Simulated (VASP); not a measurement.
Set up this calculation in VASP 6.6.1, as the native input.

```
Task                   : single point
Functional             : PBEsol
Potentials or basis    : VASP PAW PBE potentials, release 64 (Mg, O)
Cutoff                 : 520 eV
k mesh                 : 10 × 10 × 10
Occupations            : gaussian, width 0.05 eV
Spin                   : no spin polarisation
Dipole correction      : no
Further INCAR settings : ALGO = Normal; EDIFF = 1e-06; NBANDS = 11
```

The structure of MgO lies in POSCAR:

```
MgO
1.0
   -0.1067575000      2.1351500000      2.1351500000
    2.1351500000     -0.1067575000      2.1351500000
    2.0283925000      2.0283925000      0.0000000000
Mg O
1 1
Direct
    0.0000000000      0.0000000000      0.0000000000
    0.5000000000      0.5000000000      0.5000000000
```

This cell differs from its parent crystal: strain -0.1000 x Voigt [0, 0, 0, 0, 0, 1].

The input as run:

INCAR

```
SYSTEM = MgO
ALGO = Normal
EDIFF = 1E-6
ENCUT = 520
GGA = PS
ISIF = 2
ISMEAR = 0
LASPH = .TRUE.
LCHARG = .FALSE.
LREAL = .FALSE.
LWAVE = .FALSE.
NBANDS = 11
NELM = 80
PREC = Accurate
SIGMA = 0.05
```

KPOINTS

```
k-points
0
G
  10 10 10
  0 0 0
```

Potentials or basis: VASP PAW PBE potentials, release 64 (Mg, O).

Run with:

```sh
$ cat potpaw_PBE.64/Mg/POTCAR potpaw_PBE.64/O/POTCAR > POTCAR
$ mpirun -np 1 vasp_std > vasp.out
```

It gave:

```yaml
Pressure: -5.9 GPa
Band_gap_on_the_k_mesh: 3.75 eV, direct
```

Caveat: the cell differs from its parent crystal (strain -0.1000 x Voigt [0, 0, 0, 0, 0, 1]); the PAW data sets were made with another functional, which shifts forces and pressure a little.

It took 32 s on 1 thread of AMD EPYC 7R43 64-Core Processor (Zen 3) (shared host), peak memory 0.13 GiB.
